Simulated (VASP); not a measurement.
A run of VASP 6.6.1:

POSCAR

```
Hg
1.0
    3.2141681307      0.0000000000      0.0000000000
    0.0000000000      3.2141681307      0.0000000000
    0.0000000000      0.0000000000      3.2141681307
Hg
1
Direct
    0.0000000000      0.0000000000      0.0000000000
```

INCAR.step1

```
SYSTEM = Hg
PREC     = Accurate       ! precision mode
ENCUT    = 600            ! plane-wave cutoff, eV
ISMEAR   = 0              ! smearing method
SIGMA    = 0.1            ! smearing width, eV
LREAL    = .FALSE.        ! projectors in reciprocal space
LASPH    = .TRUE.         ! aspherical terms in the spheres
NELM     = 100            ! most SCF steps
GGA      = PE             ! functional
ALGO     = Normal         ! electronic algorithm
EDIFF    = 1E-4           ! SCF threshold, eV
LWAVE    = .TRUE.         ! write WAVECAR
LCHARG   = .FALSE.        ! write CHGCAR
```

INCAR.step2

```
SYSTEM = Hg
PREC     = Accurate       ! precision mode
ENCUT    = 600            ! plane-wave cutoff, eV
EDIFF    = 1E-6           ! SCF threshold, eV
ISMEAR   = 0              ! smearing method
SIGMA    = 0.1            ! smearing width, eV
LREAL    = .FALSE.        ! projectors in reciprocal space
LASPH    = .TRUE.         ! aspherical terms in the spheres
NELM     = 100            ! most SCF steps
ALGO     = Normal         ! electronic algorithm
ISIF     = 3              ! what is computed and relaxed
LWAVE    = .FALSE.        ! write WAVECAR
LCHARG   = .FALSE.        ! write CHGCAR
METAGGA  = R2SCAN         ! meta-GGA
LMIXTAU  = .TRUE.       
IBRION   = 2              ! ionic algorithm
NSW      = 100            ! ionic steps
EDIFFG   = -0.01          ! ionic threshold
ISTART   = 1
```

Contents of KPOINTS:

```
regular mesh
0
G
  18 18 18
  0 0 0
```

Potentials or basis: VASP PAW PBE potentials, release 64 (Hg).

The run is started by

```console
$ cat potpaw_PBE.64/Hg/POTCAR > POTCAR
$ cp INCAR.step1 INCAR
$ mpirun -np 1 vasp_std > vasp.out
$ cp INCAR.step2 INCAR
$ mpirun -np 1 vasp_std > vasp.out
```

Hardware: 1 thread of Intel(R) Xeon(R) 6975P-C (Granite Rapids), on a shared host.

Question: How long does it take, and how much memory?

Answer: It took 8.8 min on 1 thread of Intel(R) Xeon(R) 6975P-C (Granite Rapids) (shared host), peak memory 0.25 GiB. Counts: k points 220, ion steps 6.
